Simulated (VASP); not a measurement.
A run of VASP 6.6.1:

INCAR

```
PREC     = Accurate       # precision mode
ENCUT    = 520            # plane-wave cutoff, eV
EDIFF    = 1E-6           # SCF threshold, eV
ISMEAR   = 0              # smearing method
SIGMA    = 0.1            # smearing width, eV
LREAL    = F              # projectors in reciprocal space
LASPH    = T              # aspherical terms in the spheres
NELM     = 60             # most SCF steps
ALGO     = Normal         # electronic algorithm
ISIF     = 2              # what is computed and relaxed
LWAVE    = F              # write WAVECAR
LCHARG   = F              # write CHGCAR
GGA      = PE             # functional
NBANDS   = 16             # bands
```

KPOINTS

```
regular mesh
0
Gamma
  18 18 18
```

POSCAR

```
TiN
1.0
    0.0000000000      2.1233983137      2.1233983137
    2.1233983137      0.0000000000      2.1233983137
    2.1233983137      2.1233983137      0.0000000000
Ti N
1 1
Direct
    0.0000000000      0.0000000000      0.0000000000
    0.5000000000      0.5000000000      0.5000000000
```

Potentials or basis: VASP PAW PBE potentials, release 64 (Ti_sv, N).

Command:

```console
$ cat potpaw_PBE.64/Ti_sv/POTCAR potpaw_PBE.64/N/POTCAR > POTCAR
$ mpirun -np 1 vasp_std > vasp.out
```

Hardware: 1 thread of Intel(R) Xeon(R) 6975P-C (Granite Rapids), with other jobs on the host.

How long does it take, and how much memory?

It took 22 s on 1 thread of Intel(R) Xeon(R) 6975P-C (Granite Rapids) (shared host), peak memory 0.18 GiB. Counts: scf iterations 15, k points 195.
